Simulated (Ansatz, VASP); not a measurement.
**SiC in VASP and in Ansatz**

```
CELL_PARAMETERS angstrom
3.05505 0.00000 0.00000
-1.52753 2.64575 0.00000
0.00000 0.00000 10.00306
ATOMIC_POSITIONS crystal
Si 0.00000 0.00000 0.18789
Si 0.00000 0.00000 0.68789
Si 0.33333 0.66667 0.43784
Si 0.66667 0.33333 0.93784
C 0.00000 0.00000 0.00046
C 0.00000 0.00000 0.50046
C 0.33333 0.66667 0.24980
C 0.66667 0.33333 0.74980
```

Alike in both runs: task single point; functional PBEsol; dispersion D3(BJ); k mesh 10 × 10 × 3; occupations fermi-dirac, width 0.05 eV; no spin polarisation.

```csv
,VASP,Ansatz
version,VASP 6.6.1,Ansatz 0.2.0
potentials or method,"VASP PAW PBE potentials, release 64 (Si, C)",Ansatz PAW
plane-wave cutoff (eV),520,420
valence electrons in the cell,32,32
```

|  | VASP | Ansatz | Ansatz less VASP |
| --- | --- | --- | --- |
| gap on the k mesh at the Fermi level (eV) | 2.11 | 2.12 | +0.008 |
| least direct gap on the mesh (eV) | 3.24 | 3.25 | +0.009 |
| pressure (GPa) | 1.5 | 1.2 | -0.37 |
| traceless stress, the component that is largest in VASP (GPa) | -0.13 | -0.13 | 0.000 |
| rms of the force components (eV/Å) | 0.004 | 0.004 | +0.0001 |

VASP's potentials were made for PBE, not for PBEsol. Atom by atom the forces differ by 0.000 eV/Å (rms over components).

Noted on Ansatz's run: odd divisions of the mesh miss points on the zone boundary, where band edges often lie, so the gap on the mesh can be too wide.
